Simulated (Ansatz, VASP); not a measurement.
# Two plane-wave programs on InP

```
In P
1.0
    -1.19902    2.39805    2.39805
     2.39805   -1.19902    2.39805
     2.39805    2.39805   -1.19902
In P
1 1
Direct
  0.00000 0.00000 0.00000
  0.50000 0.50000 0.50000
```

Alike in both runs: task single point; functional r2SCAN; k mesh 16 × 16 × 16; occupations gaussian, width 0.15 eV; no spin polarisation.

|  | VASP | Ansatz |
| --- | --- | --- |
| version | VASP 6.6.1 | Ansatz 0.2.0 |
| potentials or method | VASP PAW PBE potentials, release 64 (In_d, P), cutoff 520 eV | scalar-relativistic, plane waves, PAW |
| valence electrons in the cell | 18 | 18 |

|  | VASP | Ansatz | Ansatz less VASP |
| --- | --- | --- | --- |
| gap on the k mesh at the Fermi level (eV) | none | none | - |
| pressure (GPa) | -7.3 | -7.3 | -0.04 |

VASP's potentials were made for PBE, not for r2SCAN. A gap of «none» marks a metal or a gap that the smearing closes.
